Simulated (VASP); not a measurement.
Runs of VASP 6.6.1 on AlN. The structure is that of space group Fm-3m (No. 225), or close to it. The cells are those of the table. 

```tsv
cell	gap on the mesh (eV)	pressure (GPa)
a = 2.949 Å, angles 60.0°, 2 atoms	4.58	-22.9
a = 3.021 Å, angles 60.0°, 2 atoms	3.91	-34.1
a = 2.842, b = 2.842, c = 2.805 Å, angles 60.4, 60.4, 59.2°, 2 atoms	5.62	(c)
a = 2.805 Å, angles 60.0°, 2 atoms	(a)	15.3
a = 2.733 Å, angles 60.0°, 2 atoms	5.72	(b)
```

Alike in all rows: task single point; level r2SCAN; potentials or basis VASP PAW PBE potentials, release 64 (Al, N); no spin polarisation; k mesh 10 × 10 × 10; cutoff (eV) 520; smearing gaussian 0.05 eV.

Problem. Fill in the values left out.

Solution. (a) 5.88; (b) 45.7; (c) 7.5.

Caveats: the PAW data sets were made with another functional, which shifts forces and pressure a little.

A k mesh can miss the band edges.
